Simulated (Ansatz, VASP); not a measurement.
# Two plane-wave programs on CuO

```
Cu O
1.0
     0.00000    2.13437    2.13437
     2.13437    0.00000    2.13437
     2.13437    2.13437    0.00000
Cu O
1 1
Cartesian
  0.0000 0.0000 0.0000
  2.1344 2.1344 2.1344
```

Alike in both runs: task relaxation of cell and atoms; functional PBE; k mesh 16 × 16 × 16; occupations gaussian, width 0.1 eV; collinear spin; Hubbard terms Cu d U = 4.0 eV.

```csv
,VASP,Ansatz
version,VASP 6.6.1,Ansatz 0.2.0
potentials or method,"VASP PAW PBE potentials, release 64 (Cu, O), cutoff 600 eV","scalar-relativistic, plane waves, PAW"
valence electrons in the cell,17,25
```

```tsv
	VASP	Ansatz	Ansatz less VASP
gap on the k mesh at the Fermi level, each at its own relaxed structure (eV)	none	none	-
net moment per atom (μB)	0.50	0.00	-0.497
size of the moment on the site where the two differ most (μB)	0.58	0.00	-0.581
relaxed volume (Å³/atom)	9.50	9.66	+0.167
relaxed cell length with the largest relative difference (Å)	2.995	3.012	+0.0174
```

The net moments are unlike, so the other rows may belong to different states. Site moments also hang on the region over which each program counts them. The programs project onto different local orbitals, so the same U acts differently, and such runs can settle in different states. A gap of «none» marks a metal or a gap that the smearing closes. VASP's potentials hold 17 valence electrons a cell and Ansatz's 25, so a difference there can come from the potentials and not from the codes. Ansatz's warnings: filled band counts differ across k points, seeded moment not kept.
